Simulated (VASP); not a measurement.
# BeS (Fm-3m) in VASP: G0W0 quasiparticle levels with LDA

Aim: the G0W0 quasiparticle levels of BeS with LDA.

All numbers are computed with VASP 6.6.1; they aren't measurements. Logs are shortened: lines on timing, memory, paths and dates and some standing lists are left out, and cuts for length are marked.

## (1) The cell of the first run

Symmetry: Fm-3m, No. 225, cubic system. The conventional cell has a = 4.635 Å, b = 4.635 Å, c = 4.635 Å, α = 90.00°, β = 90.00°, γ = 90.00°. Be (site symmetry m-3m) has 6 S at 2.32 Å within 3.1 Å. Within 3.1 Å of S (site symmetry m-3m) lie 6 Be at 2.32 Å.

## (2) G0W0 quasiparticle levels, LDA

POSCAR reads:

```
BeS
1.0
    0.0000000000      2.3172971969      2.3172971969
    2.3172971969      0.0000000000      2.3172971969
    2.3172971969      2.3172971969      0.0000000000
Be S
1 1
Direct
    0.0000000000      0.0000000000      0.0000000000
    0.5000000000      0.5000000000      0.5000000000
```

INCAR.step1 reads:

```
PREC = Accurate
ENCUT = 500
EDIFF = 1E-8
ISMEAR = 0
SIGMA = 0.01
LREAL = False
LASPH = True
NELM = 80
ALGO = Normal
LWAVE = True
LCHARG = False
GGA = CA
```

INCAR.step2 reads:

```
PREC = Accurate
ENCUT = 500
EDIFF = 1E-8
ISMEAR = 0
SIGMA = 0.01
LREAL = False
LASPH = True
NELM = 1
ALGO = Exact
LWAVE = True
LCHARG = False
GGA = CA
NBANDS = 64
LOPTICS = True
ISTART = 1
```

INCAR.step3 reads:

```
PREC = Accurate
ENCUT = 500
EDIFF = 1E-8
ISMEAR = 0
SIGMA = 0.01
LREAL = False
LASPH = True
ALGO = EVGW0
LWAVE = False
LCHARG = False
GGA = CA
NELMGW = 1
NBANDS = 64
ENCUTGW = 80.0
NOMEGA = 48
PRECFOCK = Fast
ISTART = 1
NBANDSGW = 12
```

KPOINTS reads:

```
regular mesh
0
Gamma
  4 4 4
```

Potentials or basis: VASP PAW LDA potentials, release 64 (Be_GW, S_GW).

Command:

```sh
$ cat potpaw_LDA.64/Be_GW/POTCAR potpaw_LDA.64/S_GW/POTCAR > POTCAR
$ cp INCAR.step1 INCAR
$ mpirun -np 1 vasp_std > vasp.out
$ cp INCAR.step2 INCAR
$ mpirun -np 1 vasp_std > vasp.out
$ cp INCAR.step3 INCAR
$ mpirun -np 1 vasp_std > vasp.out
```

OUTCAR:

```text
PREC = Accurate
   ENCUT = 500
   EDIFF = 1E-8
   ISMEAR = 0
   LREAL = False
   LASPH = True
   GGA = CA
   NELMGW = 1
   ENCUTGW = 80.0
   PRECFOCK = Fast
   ISTART = 1

 ion  position               nearest neighbor table
   1  0.000  0.000  0.000-   2 2.32   2 2.32   2 2.32   2 2.32   2 2.32   2 2.32
   2  0.500  0.500  0.500-   1 2.32   1 2.32   1 2.32   1 2.32   1 2.32   1 2.32

  LATTYP: Found a face centered cubic cell.
 ALAT       =     4.6345943938

  Lattice vectors:

 A1 = (   0.0000000000,   2.3172971969,   2.3172971969)
 A2 = (   2.3172971969,   0.0000000000,   2.3172971969)
 A3 = (   2.3172971969,   2.3172971969,   0.0000000000)

Analysis of symmetry for initial positions (statically):
=====================================================================
 Subroutine PRICEL returns:
 Original cell was already a primitive cell.

 Routine SETGRP: Setting up the symmetry group for a
 face centered cubic supercell.

 Subroutine GETGRP returns: Found 48 space group operations
 (whereof 48 operations were pure point group operations)
 out of a pool of 48 trial point group operations.

The static configuration has the point symmetry O_h .

Analysis of symmetry for dynamics (positions and initial velocities):
=====================================================================
 Subroutine PRICEL returns:
 Original cell was already a primitive cell.

 Routine SETGRP: Setting up the symmetry group for a
 face centered cubic supercell.

 Subroutine GETGRP returns: Found 48 space group operations
 (whereof 48 operations were pure point group operations)
 out of a pool of 48 trial point group operations.

The dynamic configuration has the point symmetry O_h .

 Subroutine INISYM returns: Found 48 space group operations
 (whereof 48 operations are pure point group operations),
 and found     1 'primitive' translations

----------------------------------------------------------------------------------------

[... 73 lines left out ...]
   ENCUT  =  500.0 eV  36.75 Ry    6.06 a.u.   5.98  5.98  5.98*2*pi/ulx,y,z
   NELM   =     60;   NELMIN=  2; NELMDL=  0     # of ELM steps
   EDIFF  = 0.1E-07   stopping-criterion for ELM
   LREAL  =      F    real-space projection
   EDIFFG = 0.1E-06   stopping-criterion for IOM
   NSW    =      0    number of steps for IOM
   IBRION =     -1    ionic relax: 0-MD 1-quasi-New 2-CG
   NFREE  =      0    steps in history (QN), initial steepest desc. (CG)
   ISIF   =      0    stress and relaxation
   ISYM   =      3    0-nonsym 1-usesym 2-fastsym
   POTIM  = 0.5000    time-step for ionic-motion
   TEBEG  =    0.0;   TEEND  =   0.0 temperature during run
   PSTRESS=    0.0 pullay stress
   NELECT =       8.0000    total number of electrons
   NUPDOWN=      -1.0000    fix difference up-down
   EMIN   =  10.00;   EMAX   =-10.00  energy-range for DOS
   EFERMI =   0.00;   METHOD = LEGACY
   ISMEAR =     0;   SIGMA  =   0.01  broadening in eV -4-tet -1-fermi 0-gaus
   EFERMI_NEDOS =   21; number of points for ismear=-14 and -15
   IALGO  =     38    algorithm
   IMIX   =      4    mixing-type and parameters
     AMIX     =   0.40;   BMIX     =  1.00
     AMIX_MAG =   1.60;   BMIX_MAG =  1.00
  volume/ion in A,a.u.               =      12.44        83.97
  Fermi-wavevector in a.u.,A,eV,Ry     =   1.121450  2.119232 17.111356  1.257649
  Thomas-Fermi vector in A             =   2.258103
   LORBIT       =      0    0 simple, 1 ext, 2 COOP (PROOUT), +10 PAW based schemes
   GGA     = CA    functional components
   LHFCALC =     T    Hartree Fock is set to
   PRECFOCK=fast      Normal, Fast or Accurate (Low or Medium for compatibility)
   ENCUT4O =  -1.0   cutoff for four orbital integrals eV
   NKREDX  =     1    reduce k-point grid by
   NKREDY  =     1    reduce k-point grid by
   NKREDZ  =     1    reduce k-point grid by
   AEXX    =    1.0000 exact exchange contribution
   HFSCREEN=    0.0000 screening length (either q_TF or 0.3 A-1)
   HFSCREENC=   0.0000 screening length for correlation (either q_TF or 0.3 A-1)
   ENCUTFOCK=  -1.0 apply spherical cutoff to Coloumb kernel
   IVDW    =     0    specifies the selected vdW correction
   LEPSILON=     F    determine dielectric tensor
   LRPA    =     F    only Hartree local field effects (RPA)
   LRPAFORCE           =     F    calculate RPA forces
   ENCUTGW             =  80.0    cutoff for response function in eV
   ENCUTGWSOFT         =  64.0    soft cutoff for Coulomb kernel in GW response function in eV
   ENCUTLF             =  -1.0    cutoff for local field effects
   NELMGW              =     1    number of iterations in solving QP/BSE equation
   NELMHF              =     1    number of iterations in the inner HF iteration
   NKREDLFX            =     1    NKREDLFY  =   1   NKREDLFZ  =   1
 non-spin polarized calculation
 Gauss-broadening in eV      SIGMA  =   0.01
  energy-cutoff  :      500.00
  volume of cell :       24.89
 maximum number of plane-waves:       648
  NGX = 14; NGY = 14; NGZ = 14
   NGX = 11   NGY = 11   NGZ = 11
 maximum number of plane-waves:        51
 NGX is ok and might be reduce to    10

 QP shifts <psi_nk| G(iteration)W_0 |psi_nk>: iteration 1
 for sc-GW calculations column KS-energies equals QP-energies in previous step
 and V_xc(KS)=  KS-energies - (<T + V_ion + V_H > + <T+V_H+V_ion>^1  + <V_x>^1)

 k-point   1 :       0.0000    0.0000    0.0000
  band No.  KS-energies  QP-energies   sigma(KS)   V_xc(KS)     V^pw_x(r,r')   Z            occupation Imag(sigma)

      1      -8.9508      -9.4643     -13.4267     -12.7119     -21.2724       0.7183       2.0000       1.6358
      2       5.7919       5.5729     -13.8937     -13.6101     -16.0629       0.7721       2.0000       0.0962
      3       5.7919       5.5729     -13.8937     -13.6101     -16.0629       0.7721       2.0000       0.0962
      4       5.7919       5.5729     -13.8937     -13.6101     -16.0629       0.7721       2.0000       0.0962
      5      11.2887      11.9287     -11.1153     -11.9444      -6.1187       0.7719       0.0000      -0.1390
      6      14.7679      15.4142     -10.2792     -11.1001      -5.2139       0.7873       0.0000      -0.1621
      7      14.7679      15.4142     -10.2792     -11.1001      -5.2139       0.7873       0.0000      -0.1621
      8      14.7679      15.4142     -10.2792     -11.1001      -5.2139       0.7873       0.0000      -0.1621
      9      15.4474      16.1588      -9.8854     -10.8396      -3.4328       0.7455       0.0000      -0.3873
     10      15.4474      16.1588      -9.8854     -10.8396      -3.4328       0.7455       0.0000      -0.3873
     11      15.4474      16.1588      -9.8854     -10.8396      -3.4328       0.7455       0.0000      -0.3873
     12      17.9913      18.7561     -11.2260     -12.2267      -5.3839       0.7643       0.0000      -0.4827
[... 100 lines left out ...]
      1      -5.5725      -5.8387     -14.3976     -14.0334     -21.4466       0.7308       2.0000       1.0945
      2       0.6200       0.1368     -12.4989     -11.8478     -15.9745       0.7422       2.0000       0.2227
      3       0.6200       0.1368     -12.4989     -11.8478     -15.9745       0.7422       2.0000       0.2227
      4       2.1379       1.6844     -12.5672     -11.9657     -15.3246       0.7539       2.0000       0.1527
      5      10.9596      11.5446     -11.5903     -12.3528      -7.0993       0.7672       0.0000      -0.1225
      6      11.4329      12.1819      -9.9209     -10.8920      -4.7860       0.7712       0.0000      -0.1498
      7      15.2249      15.9385     -10.7817     -11.7024      -5.4837       0.7750       0.0000      -0.1839
      8      15.2249      15.9385     -10.7817     -11.7024      -5.4837       0.7750       0.0000      -0.1839
      9      19.0647      19.9125     -10.3644     -11.4976      -3.4006       0.7482       0.0000      -0.6834
     10      19.0647      19.9125     -10.3644     -11.4976      -3.4006       0.7482       0.0000      -0.6834
     11      23.6349      24.6979     -11.8499     -13.2851      -4.7932       0.7407       0.0000      -0.6693
     12      25.5806      26.6153     -11.5719     -12.8879      -4.2615       0.7862       0.0000      -1.2327
```

OUTCAR.step2:

```text
PREC = Accurate
   ENCUT = 500
   EDIFF = 1E-8
   ISMEAR = 0
   LREAL = False
[... 688 lines left out ...]
     0.00000    14.68446    14.68446    14.68446    -0.00000    -0.00000    -0.00000
     1.29253    15.70215    15.70215    15.70215    -0.00000    -0.00000    -0.00000
     2.58507    20.17707    20.17707    20.17707    -0.00000    -0.00000    -0.00000
     3.87760    46.01499    46.01499    46.01499    -0.00000    -0.00000    -0.00000
     5.17013   -13.01047   -13.01047   -13.01047     0.00000     0.00000     0.00000
     6.46267   -15.57676   -15.57676   -15.57676     0.00000     0.00000     0.00000
[... 92 lines left out ...]
   126.66824     0.96904     0.96904     0.96904     0.00000     0.00000     0.00000
   127.96077     0.96970     0.96970     0.96970     0.00000     0.00000     0.00000
```

Run time: 28 s. Hardware: 1 thread of Intel Xeon Platinum 8488C (Sapphire Rapids), shared host; peak memory 0.2 GiB.

What came out:

* Band gap on the k mesh, mean-field level: 1.22 eV, indirect (least direct gap 4.12 eV)
* Quasiparticle gap: 1.83 eV
* Least direct quasiparticle gap: 4.92 eV

Levels at points of the mesh, in eV from the valence-band top:
| k point | band 1 | band 2 | band 3 | band 4 | band 5 | band 6 | band 7 | band 8 |
| --- | --- | --- | --- | --- | --- | --- | --- | --- |
| (0.00, 0.00, 0.00) | -14.74 | 0.00 | 0.00 | 0.00 | 5.50 | 8.98 | 8.98 | 8.98 |
| (0.50, 0.00, 0.00) | -12.46 | -6.94 | -0.19 | -0.19 | 4.06 | 4.06 | 4.27 | 10.38 |
| (0.50, 0.50, 0.00) | -11.39 | -6.54 | -2.90 | -2.90 | 1.22 | 4.49 | 11.83 | 11.83 |

Caveat: the k points lie up to 0.59 Å⁻¹ apart; bands, screening cutoff and mesh are small and nothing is extrapolated, so the quasiparticle values aren't converged. A k mesh can miss the band edges.
